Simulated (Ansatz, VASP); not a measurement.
**Two plane-wave programs on NbC**

The input INCAR:

```
SYSTEM = NbC
PREC = Accurate ; ENCUT = 600
EDIFF = 1E-6 ; ISMEAR = 0
SIGMA = 0.05 ; LREAL = .FALSE.
LASPH = .TRUE. ; NELM = 120
ALGO = Normal ; ISIF = 2
LWAVE = .FALSE. ; LCHARG = .FALSE.
GGA = PS ; IVDW = 12
NBANDS = 16 ; GGA_COMPAT = .FALSE.
```

File KPOINTS:

```
regular mesh
0
G
  10 10 10
  0 0 0
```

Contents of POSCAR:

```
NbC
1.0
    0.0000000000      2.2000000000      2.2000000000
    2.2000000000      0.0000000000      2.2000000000
    2.2000000000      2.2000000000      0.0000000000
Nb C
1 1
Direct
    0.0000000000      0.0000000000      0.0000000000
    0.5000000000      0.5000000000      0.5000000000
```

Input for Ansatz:

```yaml
crystal:
  lattice:
    - [0.0, 2.2, 2.2]
    - [2.2, 0.0, 2.2]
    - [2.2, 2.2, 0.0]
  atoms:
    - { symbol: Nb, position: [0.0, 0.0, 0.0] }
    - { symbol: C, position: [0.5, 0.5, 0.5] }
basis:
  ecutwfc: 420
  ecutrho_ratio: 4
kpoints:
  mp_grid: { grid: [10, 10, 10] }
hamiltonian:
  xc: pbesol
  dispersion: d3bj
scf:
  occupations: { method: gaussian, width: 0.05 }
output:
  forces: true
  stress: true
  eigenvalues: true
```

Alike in both runs: task single point; functional PBEsol; dispersion D3(BJ); k mesh 10 × 10 × 10; occupations gaussian, width 0.05 eV; no spin polarisation.

```csv
,VASP,Ansatz
version,VASP 6.6.1,Ansatz 0.2.0
potentials or method,"VASP PAW PBE potentials, release 64 (Nb_sv, C), cutoff 600 eV","scalar-relativistic, plane waves, PAW"
valence electrons in the cell,17,17
```

|  | VASP | Ansatz | Ansatz less VASP |
| --- | --- | --- | --- |
| gap on the k mesh at the Fermi level (eV) | none | none | - |
| pressure (GPa) | 3.5 | 4.1 | +0.60 |

VASP's potentials were made for PBE, not for PBEsol. A gap of «none» marks a metal or a gap that the smearing closes.
